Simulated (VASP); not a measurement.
# BeH2 (Fm-3m) in VASP: single point with r2SCAN

Aim: the single point of BeH2 with r2SCAN.

All numbers are computed with VASP 6.6.1; they aren't measurements. Logs are shortened: lines on timing, memory, paths and dates and some standing lists are left out, and cuts for length are marked.

**1. The cell of the first run**

It takes space group Fm-3m (No. 225, cubic). Conventional cell: a = 4.234 Å, b = 4.234 Å, c = 4.234 Å, α = 90.00°, β = 90.00°, γ = 90.00°. Be (site symmetry m-3m) has 8 H at 1.83 Å within 2.4 Å. H (site symmetry -43m) has 4 Be at 1.83 Å and 6 H at 2.12 Å within 2.4 Å.

**2. Single point, r2SCAN**

The input, POSCAR:

```
BeH2
1.0
    0.0000000000      2.1171140000      2.1171140000
    2.1171140000      0.0000000000      2.1171140000
    2.1171140000      2.1171140000      0.0000000000
Be H
1 2
Direct
    0.0000000000      0.0000000000      0.0000000000
    0.2500000000      0.2500000000      0.2500000000
    0.7500000000      0.7500000000      0.7500000000
```

The input, INCAR.step1:

```
SYSTEM = BeH2
PREC = Accurate
ENCUT = 660
ISMEAR = 1
SIGMA = 0.271
LREAL = .False.
LASPH = .True.
NELM = 120
NBANDS = 9
GGA = PE
ALGO = Normal
EDIFF = 1E-5
LWAVE = .True.
LCHARG = .False.
GGA_COMPAT = .False.
```

The input, INCAR.step2:

```
SYSTEM = BeH2
PREC = Accurate
ENCUT = 660
EDIFF = 1E-6
ISMEAR = 1
SIGMA = 0.271
LREAL = .False.
LASPH = .True.
NELM = 120
ALGO = Normal
ISIF = 2
LWAVE = .False.
LCHARG = .True.
METAGGA = R2SCAN
LMIXTAU = .True.
LELF = .True.
LVHAR = .True.
NBANDS = 9
ISTART = 1
GGA_COMPAT = .False.
```

The input, KPOINTS:

```
Automatic mesh
0
Gamma
  10 10 10
  0 0 0
```

Potentials or basis: VASP PAW PBE potentials, release 64 (Be, H).

Started as:

```bash
$ cat potpaw_PBE.64/Be/POTCAR potpaw_PBE.64/H/POTCAR > POTCAR
$ cp INCAR.step1 INCAR
$ mpirun -np 1 vasp_std > vasp.out
$ cp INCAR.step2 INCAR
$ mpirun -np 1 vasp_std > vasp.out
```

OUTCAR:

```text
SYSTEM = BeH2
   PREC = Accurate
   ENCUT = 660
   EDIFF = 1E-6
   ISMEAR = 1
   LREAL = .False.
   LASPH = .True.
   NELM = 120
   ISIF = 2
   METAGGA = R2SCAN
   ISTART = 1

 ion  position               nearest neighbor table
   1  0.000  0.000  0.000-
   2  0.250  0.250  0.250-
   3  0.750  0.750  0.750-

  LATTYP: Found a face centered cubic cell.
 ALAT       =     4.2342280000

  Lattice vectors:

 A1 = (   0.0000000000,   2.1171140000,   2.1171140000)
 A2 = (   2.1171140000,   0.0000000000,   2.1171140000)
 A3 = (   2.1171140000,   2.1171140000,   0.0000000000)

Analysis of symmetry for initial positions (statically):
=====================================================================
 Subroutine PRICEL returns:
 Original cell was already a primitive cell.

 Routine SETGRP: Setting up the symmetry group for a
 face centered cubic supercell.

 Subroutine GETGRP returns: Found 48 space group operations
 (whereof 48 operations were pure point group operations)
 out of a pool of 48 trial point group operations.

The static configuration has the point symmetry O_h .

Analysis of symmetry for dynamics (positions and initial velocities):
=====================================================================
 Subroutine PRICEL returns:
 Original cell was already a primitive cell.

 Routine SETGRP: Setting up the symmetry group for a
 face centered cubic supercell.

 Subroutine GETGRP returns: Found 48 space group operations
 (whereof 48 operations were pure point group operations)
 out of a pool of 48 trial point group operations.

The dynamic configuration has the point symmetry O_h .

 Subroutine INISYM returns: Found 48 space group operations
 (whereof 48 operations are pure point group operations),
 and found     1 'primitive' translations

----------------------------------------------------------------------------------------

                                     Primitive cell

  volume of cell :      18.9785

  direct lattice vectors                    reciprocal lattice vectors
     0.000000000  2.117114000  2.117114000    -0.236170560  0.236170560  0.236170560
     2.117114000  0.000000000  2.117114000     0.236170560 -0.236170560  0.236170560
     2.117114000  2.117114000  0.000000000     0.236170560  0.236170560 -0.236170560

  length of vectors
     2.994051332  2.994051332  2.994051332     0.409059410  0.409059410  0.409059410

  position of ions in fractional coordinates (direct lattice)
     0.000000000  0.000000000  0.000000000
     0.250000000  0.250000000  0.250000000
     0.750000000  0.750000000  0.750000000

  ion indices of the primitive-cell ions
   primitive index   ion index
                 1           1
                 2           2
                 3           3

----------------------------------------------------------------------------------------

 KPOINTS: Automatic mesh

Automatic generation of k-mesh.
 Grid dimensions read from file:
 generate k-points for:   10   10   10

 Generating k-lattice:

  Cartesian coordinates                     Fractional coordinates (reciprocal lattice)
    -0.023617056  0.023617056  0.023617056     0.100000000  0.000000000  0.000000000
     0.023617056 -0.023617056  0.023617056     0.000000000  0.100000000  0.000000000
     0.023617056  0.023617056 -0.023617056     0.000000000  0.000000000  0.100000000

  Length of vectors
     0.040905941  0.040905941  0.040905941

  Shift w.r.t. Gamma in fractional coordinates (k-lattice)
     0.000000000  0.000000000  0.000000000

 Subroutine IBZKPT returns following result:
 ===========================================

 Found     47 irreducible k-points:

 Following reciprocal coordinates:
            Coordinates               Weight
  0.000000  0.000000  0.000000      1.000000
  0.100000  0.000000  0.000000      8.000000
  0.200000  0.000000  0.000000      8.000000
  0.300000  0.000000  0.000000      8.000000
  0.400000  0.000000  0.000000      8.000000
  0.500000  0.000000  0.000000      4.000000
[... 16 lines left out ...]
  0.300000  0.300000  0.000000      6.000000
  0.400000  0.300000  0.000000     24.000000
 [... further k-points ...]
   k-points           NKPTS =     47   k-points in BZ     NKDIM =     47   number of bands    NBANDS=      9
   number of dos      NEDOS =    301   number of ions     NIONS =      3
   total plane-waves  NPLWV =  21952
   dimension x,y,z NGX =    28 NGY =   28 NGZ =   28
   dimension x,y,z NGXF=    56 NGYF=   56 NGZF=   56
   ions per type =               1   2
   NGX,Y,Z   is equivalent  to a cutoff of  15.55, 15.55, 15.55 a.u.
   NGXF,Y,Z  is equivalent  to a cutoff of  31.09, 31.09, 31.09 a.u.
 SYSTEM =  BeH2
   PREC   = accura    normal or accurate (medium, high low for compatibility)
   ISTART =      1    job   : 0-new  1-cont  2-samecut
   ICHARG =      0    charge: 1-file 2-atom 10-const
   ISPIN  =      1    spin polarized calculation?
   LNONCOLLINEAR =      F non collinear calculations
   LSORBIT =      F    spin-orbit coupling
   LASPH  =      T    aspherical Exc in radial PAW
   ENCUT  =  660.0 eV  48.51 Ry    6.96 a.u.   6.27  6.27  6.27*2*pi/ulx,y,z
   NELM   =    120;   NELMIN=  2; NELMDL=  0     # of ELM steps
   EDIFF  = 0.1E-05   stopping-criterion for ELM
   LREAL  =      F    real-space projection
   EDIFFG = 0.1E-04   stopping-criterion for IOM
   NSW    =      0    number of steps for IOM
   IBRION =     -1    ionic relax: 0-MD 1-quasi-New 2-CG
   NFREE  =      0    steps in history (QN), initial steepest desc. (CG)
   ISIF   =      2    stress and relaxation
   ISYM   =      2    0-nonsym 1-usesym 2-fastsym
   POTIM  = 0.5000    time-step for ionic-motion
   TEBEG  =    0.0;   TEEND  =   0.0 temperature during run
   PSTRESS=    0.0 pullay stress
   NELECT =       4.0000    total number of electrons
   NUPDOWN=      -1.0000    fix difference up-down
   EMIN   =  10.00;   EMAX   =-10.00  energy-range for DOS
   EFERMI =   0.00;   METHOD = LEGACY
   ISMEAR =     1;   SIGMA  =   0.27  broadening in eV -4-tet -1-fermi 0-gaus
   EFERMI_NEDOS =   21; number of points for ismear=-14 and -15
   IALGO  =     38    algorithm
   IMIX   =      4    mixing-type and parameters
     AMIX     =   0.40;   BMIX     =  1.00
     AMIX_MAG =   1.60;   BMIX_MAG =  1.00
  volume/ion in A,a.u.               =       6.33        42.69
  Fermi-wavevector in a.u.,A,eV,Ry     =   0.974258  1.841080 12.914356  0.949178
  Thomas-Fermi vector in A             =   2.104703
   LORBIT       =      0    0 simple, 1 ext, 2 COOP (PROOUT), +10 PAW based schemes
   METAGGA = R2SCAN    functional components
   LHFCALC =     F    Hartree Fock is set to
   AEXX    =    0.0000 exact exchange contribution
   IVDW    =     0    specifies the selected vdW correction
   LEPSILON=     F    determine dielectric tensor
   LRPA    =     F    only Hartree local field effects (RPA)
 non-spin polarized calculation
 Methfessel and Paxton  Order N= 1 SIGMA  =   0.27
  energy-cutoff  :      660.00
  volume of cell :       18.98
 maximum number of plane-waves:       745
 NGX is ok and might be reduce to    28
   NGX = 13   NGY = 13   NGZ = 13

 number of electron       3.9999999 magnetization

 Free energy of the ion-electron system (eV)
  ---------------------------------------------------
  ext. energy  EPLUGINS =         0.00000000
  ---------------------------------------------------
  free energy    TOTEN  =        -9.70482067 eV

  energy without entropy =       -9.70530920  energy(sigma->0) =       -9.70498352

 E-fermi :   3.9562     XC(G=0):  -9.8640

 val. band max:        3.5993398219   @ k =   0.3000   0.2000   0.1000
 cond. band min:       3.9874969592   @ k =  -0.3000   0.5000   0.2000
 fundamental gap:      0.3881571373
 Fermi energy:         3.9561677761

 k-point     1 :       0.0000    0.0000    0.0000
  band No.  band energies     occupation
      1      -9.0459      2.00000
      2       6.9336     -0.00000
      3      12.9081      0.00000
      4      12.9081      0.00000
      5      12.9081      0.00000
      6      17.7569      0.00000
      7      17.7569      0.00000
      8      17.7569      0.00000
      9      21.8445      0.00000

 k-point     2 :       0.1000    0.0000    0.0000
  band No.  band energies     occupation
      1      -8.8246      2.00000
      2       6.2715     -0.00000
      3      11.7847      0.00000
      4      12.5424      0.00000
      5      12.5424      0.00000
      6      18.3457      0.00000
      7      18.3457      0.00000
      8      19.5097      0.00000
      9      21.0792      0.00000

 k-point     3 :       0.2000    0.0000    0.0000
  band No.  band energies     occupation
      1      -8.1613      2.00000
      2       4.2032     -0.02674
      3      11.1149      0.00000
      4      11.8631      0.00000
      5      11.8631      0.00000
      6      18.2631      0.00000
      7      19.0821      0.00000
      8      19.0821      0.00000
      9      23.6026      0.00000

 k-point     4 :       0.3000    0.0000    0.0000
  band No.  band energies     occupation
      1      -7.0586      2.00000
      2       1.4883      2.00000
      3      11.2944      0.00000
      4      11.2944      0.00000
      5      11.4362      0.00000
      6      16.4109      0.00000
      7      18.5250      0.00000
      8      18.5250      0.00000
      9      24.7005      0.00000
[... 205 lines left out ...]
 k-point    22 :      -0.2000    0.2000    0.0000
  band No.  band energies     occupation
      1      -6.7077      2.00000
      2       1.7185      2.00000
      3       7.3579     -0.00000
      4      11.5059      0.00000
      5      13.1236      0.00000
      6      14.2838      0.00000
      7      20.5772      0.00000
      8      20.8761      0.00000
      9      23.3276      0.00000

 k-point    23 :       0.3000    0.3000    0.0000
  band No.  band energies     occupation
      1      -6.5121      2.00000
      2       3.5150      2.04355
      3       7.7414     -0.00000
      4       8.3128     -0.00000
      5       8.3128     -0.00000
      6      14.5383      0.00000
      7      22.5583      0.00000
      8      25.1659      0.00000
      9      25.1659      0.00000

 k-point    24 :       0.4000    0.3000    0.0000
  band No.  band energies     occupation
      1      -5.5413      2.00000
      2       2.1841      2.00000
      3       6.1687     -0.00000
      4       7.9125     -0.00000
      5       8.3299     -0.00000
      6      14.7471      0.00000
      7      21.5184      0.00000
      8      25.4693      0.00000
      9      26.9326      0.00000

 [... further k-points ...]

------------------------ aborting loop because EDIFF is reached ----------------------------------------

  FORCE on cell =-STRESS in cart. coord.  units (eV):
  Direction    XX          YY          ZZ          XY          YZ          ZX
  --------------------------------------------------------------------------------------
  -------------------------------------------------------------------------------------
  Total       -1.7239782     -1.7239782     -1.7239782     -0.0000000      0.0000000      0.0000000
  in kB     -145.5390770   -145.5390770   -145.5390770     -0.0000000      0.0000000      0.0000000
  external PRESSURE =    -145.5390770 kB  Pullay stress =       0.0000000 kB

 VOLUME and BASIS-vectors are now :
 -----------------------------------------------------------------------------
  energy-cutoff  :      660.00
  volume of cell :       18.98
      direct lattice vectors                 reciprocal lattice vectors
     0.000000000  2.117114000  2.117114000    -0.236170560  0.236170560  0.236170560
     2.117114000  0.000000000  2.117114000     0.236170560 -0.236170560  0.236170560
     2.117114000  2.117114000  0.000000000     0.236170560  0.236170560 -0.236170560

 POSITION                                       TOTAL-FORCE (eV/Angst)
 -----------------------------------------------------------------------------------
      0.00000      0.00000      0.00000         0.000000     -0.000000     -0.000000
      1.05856      1.05856      1.05856        -0.000000     -0.000000     -0.000000
      3.17567      3.17567      3.17567         0.000000      0.000000      0.000000
 -----------------------------------------------------------------------------------
    total drift:                                0.000000      0.000000      0.000000

  FREE ENERGIE OF THE ION-ELECTRON SYSTEM (eV)
  ---------------------------------------------------
  free  energy   TOTEN  =        -9.7048206738 eV

  energy  without entropy=       -9.7053091976  energy(sigma->0) =       -9.70498352
```

It took 82 s on 1 thread of Intel Xeon 8259CL, shared host; peak memory 0.16 GiB.

What came out:

| Item | Value |
| --- | --- |
| Free energy | -9.7048 eV |
| Pressure | -14.6 GPa |
| Band gap on the k mesh | zero (band 2 reaches 6.93 eV, above the bottom of band 3 at 3.05 eV) |

Caveat: the PAW data sets were made with another functional, which shifts forces and pressure a little.
